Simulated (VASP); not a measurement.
Here is a VASP 6.6.1 calculation.

INCAR

```
SYSTEM = Mg
AGGAC = 1.0 ; AGGAX = 1.0
ALDAC = 0.0 ; ALDAX = 1.0
ALGO = Normal ; EDIFF = 1E-7
ENCUT = 520 ; GGA = B5
ISIF = 2 ; ISMEAR = -1
IVDW = 12 ; LASPH = .True.
LCHARG = .True. ; LELF = .True.
LREAL = .False. ; LVHAR = .True.
LWAVE = .False. ; NBANDS = 12
NELM = 80 ; PREC = Accurate
SIGMA = 0.05 ; VDW_A1 = 0.4298
VDW_A2 = 4.2359 ; VDW_S6 = 1.0
VDW_S8 = 2.6996
```

The input KPOINTS:

```
k-points
0
Gamma
  10 10 3
  0 0 0
```

The input POSCAR:

```
Mg
1.0
    3.0688621360      0.0000000000      0.0000000000
   -1.5344310680      2.6577125705      0.0000000000
    0.0000000000      0.0000000000     10.1270302070
Mg
4
Direct
    0.6666666667      0.3333333333      0.7500000000
    0.0000000000      0.0000000000      0.5000000000
    0.3333333333      0.6666666667      0.2500000000
    0.0000000000      0.0000000000      0.0000000000
```

Potentials or basis: VASP PAW PBE potentials, release 64 (Mg).

Command:

```console
$ cat potpaw_PBE.64/Mg/POTCAR > POTCAR
$ mpirun -np 1 vasp_std > vasp.out
```

(1) What does it give for the pressure?

(2) What does it give for the band gap on the k mesh?

Results:

(1) 0.0 GPa.

(2) zero (bands 4 and 5 overlap by 2.08 eV).

Caveat: the PAW data sets were made with another functional, which shifts forces and pressure a little.
